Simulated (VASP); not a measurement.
Crystal: TaN.

```
Ta N
1.0
     0.00000    2.17900    2.17900
     2.17900    0.00000    2.17900
     2.17900    2.17900    0.00000
Ta N
1 1
Direct
  0.50000 0.50000 0.50000
  0.00000 0.00000 0.00000
```

Base run:

- Program: VASP 6.6.1
- Functional: PBE
- Potentials or basis: VASP PAW PBE potentials, release 64 (Ta_pv, N)
- Cutoff: 520 eV
- k mesh: 7 × 7 × 7
- Occupations: gaussian, width 0.05 eV
- Spin: collinear spin, ferromagnetic start
- Starting moments: [0.5, 0.0] μB

Its results: pressure 15.3 GPa.

Q: The run is repeated on the same cell with these changes: moments at the start from [0.5, 0.0] to [3.0, 0.0]; fixed moment from none to 3 μB. What comes out?

A: Pressure 71.5 GPa; site moments Ta +1.68; N +0.56 μB.

Caveats: the total moment is fixed, so each spin has its own Fermi level (some runs).
